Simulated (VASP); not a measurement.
# In2Au (Fm-3m) in VASP: vibrations by perturbation theory with LDA

Aim: the vibrations by perturbation theory of In2Au with LDA.

All numbers are computed with VASP 6.6.1; they aren't measurements. Logs are shortened: lines on timing, memory, paths and dates and some standing lists are left out, and cuts for length are marked.

## Step 1: The cell of the first run

It takes space group Fm-3m (No. 225, cubic). The conventional cell has a = 6.332 Å, b = 6.332 Å, c = 6.332 Å, α = 90.00°, β = 90.00°, γ = 90.00°. In (site symmetry -43m) has 4 Au at 2.74 Å and 6 In at 3.17 Å within 3.6 Å. Within 3.6 Å of Au (site symmetry m-3m) lie 8 In at 2.74 Å.

## Step 2: Vibrations by perturbation theory, LDA

Input file INCAR:

```
  PREC = Accurate
  ENCUT = 520
  EDIFF = 1E-8
  ISMEAR = -1
  SIGMA = 0.15
  LREAL = False
  LASPH = True
  NELM = 100
  ALGO = Normal
  ISIF = 2
  LWAVE = False
  LCHARG = False
  GGA = CA
  IBRION = 8
  NSW = 1
```

Input file KPOINTS:

```
regular mesh
0
Gamma
  12 12 12
```

Input file POSCAR:

```
In2Au
1.0
    0.0000000000      3.1660408122      3.1660408122
    3.1660408122      0.0000000000      3.1660408122
    3.1660408122      3.1660408122      0.0000000000
In Au
2 1
Direct
    0.2500000000      0.2500000000      0.2500000000
    0.7500000000      0.7500000000      0.7500000000
    0.0000000000      0.0000000000      0.0000000000
```

Potentials or basis: VASP PAW LDA potentials, release 64 (In_d, Au).

Run with:

```console
> cat potpaw_LDA.64/In_d/POTCAR potpaw_LDA.64/Au/POTCAR > POTCAR
> mpirun -np 1 vasp_std > vasp.out
```

OUTCAR:

```text
PREC = Accurate
   ENCUT = 520
   EDIFF = 1E-8
   ISMEAR = -1
   LREAL = False
   LASPH = True
   NELM = 100
   ISIF = 2
   GGA = CA
   IBRION = 8
   NSW = 1

 ion  position               nearest neighbor table
   1  0.250  0.250  0.250-   3 2.74   3 2.74   3 2.74   3 2.74   2 3.17   2 3.17   2 3.17   2 3.17
                             2 3.17   2 3.17
   2  0.750  0.750  0.750-   3 2.74   3 2.74   3 2.74   3 2.74   1 3.17   1 3.17   1 3.17   1 3.17
                             1 3.17   1 3.17
   3  0.000  0.000  0.000-   2 2.74   2 2.74   2 2.74   1 2.74   2 2.74   1 2.74   1 2.74   1 2.74

  LATTYP: Found a face centered cubic cell.
 ALAT       =     6.3320816244

  Lattice vectors:

 A1 = (   0.0000000000,   3.1660408122,   3.1660408122)
 A2 = (   3.1660408122,   0.0000000000,   3.1660408122)
 A3 = (   3.1660408122,   3.1660408122,   0.0000000000)

Analysis of symmetry for initial positions (statically):
=====================================================================
 Subroutine PRICEL returns:
 Original cell was already a primitive cell.

 Routine SETGRP: Setting up the symmetry group for a
 face centered cubic supercell.

 Subroutine GETGRP returns: Found 48 space group operations
 (whereof 48 operations were pure point group operations)
 out of a pool of 48 trial point group operations.

The static configuration has the point symmetry O_h .

Analysis of symmetry for dynamics (positions and initial velocities):
=====================================================================
 Subroutine PRICEL returns:
 Original cell was already a primitive cell.

 Routine SETGRP: Setting up the symmetry group for a
 face centered cubic supercell.

 Subroutine GETGRP returns: Found 48 space group operations
 (whereof 48 operations were pure point group operations)
 out of a pool of 48 trial point group operations.

The dynamic configuration has the point symmetry O_h .

 Subroutine INISYM returns: Found 48 space group operations
 (whereof 48 operations are pure point group operations),
 and found     1 'primitive' translations

----------------------------------------------------------------------------------------

                                     Primitive cell

  volume of cell :      63.4716

  direct lattice vectors                    reciprocal lattice vectors
     0.000000000  3.166040812  3.166040812    -0.157925949  0.157925949  0.157925949
     3.166040812  0.000000000  3.166040812     0.157925949 -0.157925949  0.157925949
     3.166040812  3.166040812  0.000000000     0.157925949  0.157925949 -0.157925949

  length of vectors
     4.477457856  4.477457856  4.477457856     0.273535768  0.273535768  0.273535768

  position of ions in fractional coordinates (direct lattice)
     0.250000000  0.250000000  0.250000000
     0.750000000  0.750000000  0.750000000
     0.000000000  0.000000000  0.000000000

  ion indices of the primitive-cell ions
   primitive index   ion index
                 1           1
                 2           2
                 3           3

----------------------------------------------------------------------------------------

 KPOINTS: regular mesh

Automatic generation of k-mesh.
 Grid dimensions read from file:
 generate k-points for:   12   12   12

 Generating k-lattice:

  Cartesian coordinates                     Fractional coordinates (reciprocal lattice)
    -0.013160496  0.013160496  0.013160496     0.083333333  0.000000000  0.000000000
     0.013160496 -0.013160496  0.013160496     0.000000000  0.083333333  0.000000000
[... 87 lines left out ...]
   LEPSILON=     F    determine dielectric tensor
   LRPA    =     F    only Hartree local field effects (RPA)
 non-spin polarized calculation
  energy-cutoff  :      520.00
  volume of cell :       63.47
 maximum number of plane-waves:      1731
 NGX is ok and might be reduce to    36
   NGX = 17   NGY = 17   NGZ = 17

--------------------------------------- Ionic step        1  -------------------------------------------

 number of electron      37.0000007 magnetization

 Free energy of the ion-electron system (eV)
  ---------------------------------------------------
  ext. energy  EPLUGINS =         0.00000000
  ---------------------------------------------------
  free energy    TOTEN  =       -11.64387468 eV

  energy without entropy =      -11.57409954  energy(sigma->0) =      -11.60898711

 E-fermi :   9.0263     XC(G=0): -11.4516

 val. band max:        9.0206903823   @ k =   0.3333   0.3333   0.0000
 cond. band min:       9.0685421848   @ k =  -0.4167   0.1667   0.0000
 fundamental gap:      0.0478518025
 Fermi energy:         9.0263037436

 k-point     1 :       0.0000    0.0000    0.0000
  band No.  band energies     occupation
      1      -6.1181      2.00000
      2      -6.1181      2.00000
      3      -5.9251      2.00000
      4      -5.9251      2.00000
      5      -5.9251      2.00000
      6      -5.5744      2.00000
[... 589 lines left out ...]
     21      12.9940      0.00000
     22      13.8173      0.00000

 [... further k-points ...]

------------------------ aborting loop because EDIFF is reached ----------------------------------------

  FORCE on cell =-STRESS in cart. coord.  units (eV):
  Direction    XX          YY          ZZ          XY          YZ          ZX
  --------------------------------------------------------------------------------------
  -------------------------------------------------------------------------------------
  Total        2.4712083      2.4712083      2.4712083      0.0000000     -0.0000000     -0.0000000
  in kB       62.3792877     62.3792877     62.3792877      0.0000000     -0.0000000     -0.0000000
  external PRESSURE =      62.3792877 kB  Pullay stress =       0.0000000 kB

 VOLUME and BASIS-vectors are now :
 -----------------------------------------------------------------------------
  energy-cutoff  :      520.00
  volume of cell :       63.47
      direct lattice vectors                 reciprocal lattice vectors
     0.000000000  3.166040812  3.166040812    -0.157925949  0.157925949  0.157925949
     3.166040812  0.000000000  3.166040812     0.157925949 -0.157925949  0.157925949
     3.166040812  3.166040812  0.000000000     0.157925949  0.157925949 -0.157925949

 POSITION                                       TOTAL-FORCE (eV/Angst)
 -----------------------------------------------------------------------------------
      1.58302      1.58302      1.58302         0.000000      0.000000      0.000000
      4.74906      4.74906      4.74906        -0.000000     -0.000000     -0.000000
      0.00000      0.00000      0.00000         0.000000      0.000000      0.000000
 -----------------------------------------------------------------------------------
    total drift:                                0.000000      0.000000      0.000000

  FREE ENERGIE OF THE ION-ELECTRON SYSTEM (eV)
  ---------------------------------------------------
  free  energy   TOTEN  =       -11.6438746849 eV

  energy  without entropy=      -11.5740995407  energy(sigma->0) =      -11.60898711

[... ionic steps 2 to 9 ...]

--------------------------------------- Ionic step       10  -------------------------------------------

 Free energy of the ion-electron system (eV)
  ---------------------------------------------------
  ---------------------------------------------------
  free energy    TOTEN  =        -0.29108820 eV

  energy without entropy =       -0.29108820

------------------------ aborting loop because EDIFF is reached ----------------------------------------

 INTERNAL STRAIN TENSOR  FOR ION    3  DIRECTION 1   (eV/Angst):
 -----------------------------------------------------------------------------
    -0.02354  0.00000 -0.00000
     0.00000  0.02183 -0.00000
     0.00000 -0.00000  0.02183

 INTERNAL STRAIN TENSOR FOR ION    3 for displacements in x,y,z  (eV/Angst):
          X           Y           Z          XY          YZ          ZX
  --------------------------------------------------------------------------------
  x     0.00000     0.00000     0.00000     0.00000     0.00000     0.00000
  y     0.00000     0.00000     0.00000     0.00000     0.00000     0.00000
  z     0.00000     0.00000     0.00000     0.00000     0.00000     0.00000

 SECOND DERIVATIVES (NOT SYMMETRIZED)
 ------------------------------------
               1X          1Y          1Z          2X          2Y          2Z          3X          3Y          3Z
  1X    -6.197724    0.000000    0.000000    1.919241    0.000000    0.000000    4.278483    0.000000    0.000000
  1Y     0.000000   -6.197724    0.000000    0.000000    1.919241    0.000000    0.000000    4.278483    0.000000
  1Z     0.000000    0.000000   -6.197724    0.000000    0.000000    1.919241    0.000000    0.000000    4.278483
  2X     1.919241    0.000000    0.000000   -6.197724    0.000000    0.000000    4.278483    0.000000    0.000000
  2Y     0.000000    1.919241    0.000000    0.000000   -6.197724    0.000000    0.000000    4.278483    0.000000
  2Z     0.000000    0.000000    1.919241    0.000000    0.000000   -6.197724    0.000000    0.000000    4.278483
  3X     4.268623    0.000000    0.000000    4.268623    0.000000    0.000000   -8.537247    0.000000    0.000000
  3Y     0.000000    4.268623    0.000000    0.000000    4.268623    0.000000    0.000000   -8.537247    0.000000
  3Z     0.000000    0.000000    4.268623    0.000000    0.000000    4.268623    0.000000    0.000000   -8.537247

 Eigenvectors and eigenvalues of the dynamical matrix
 ----------------------------------------------------

   1 f  =    4.438490 THz    27.887855 2PiTHz  148.052089 cm-1    18.356111 meV
             X         Y         Z           dx          dy          dz
      1.583020  1.583020  1.583020    -0.460792   -0.119018   -0.068152
      4.749061  4.749061  4.749061    -0.460792   -0.119018   -0.068152
      0.000000  0.000000  0.000000     0.702825    0.181532    0.103949
[... 43 lines left out ...]
   9 f/i=    0.002553 THz     0.016039 2PiTHz    0.085149 cm-1     0.010557 meV
             X         Y         Z           dx          dy          dz
      1.583020  1.583020  1.583020     0.000000    0.513482    0.072092
      4.749061  4.749061  4.749061     0.000000    0.513482    0.072092
      0.000000  0.000000  0.000000     0.000000    0.673307    0.094531

--------------------------------------------------------------------------------------------------------

 ELASTIC MODULI CONTR FROM IONIC RELAXATION (kBar)
 Direction    XX          YY          ZZ          XY          YZ          ZX
 --------------------------------------------------------------------------------
 XX          -0.0000      0.0000      0.0000     -0.0000      0.0000     -0.0000
 YY           0.0000     -0.0000     -0.0000     -0.0000     -0.0000      0.0000
 ZZ           0.0000     -0.0000     -0.0000      0.0000     -0.0000     -0.0000
 XY          -0.0000     -0.0000      0.0000   -346.8377     -0.0000     -0.0000
 YZ           0.0000     -0.0000     -0.0000     -0.0000   -346.8377     -0.0000
 ZX          -0.0000      0.0000     -0.0000     -0.0000     -0.0000   -346.8377
 --------------------------------------------------------------------------------
```

Run time: 7.6 min. Hardware: 1 thread of Intel Xeon 6975P-C (Granite Rapids), shared host; peak memory 0.85 GiB.

What came out:

| Property | Result |
| --- | --- |
| Highest phonon frequency at Γ | 148 cm⁻¹ |

Phonon frequencies in cm⁻¹ (negative: imaginary):
```csv
q point,frequencies
"(0.000, 0.000, 0.000)",0 0 0 139 139 139 148 148 148
```

Caveat: the cell stands under pressure or tension, which shifts response properties; spin-orbit coupling is left out, which moves the levels of the heavy elements.
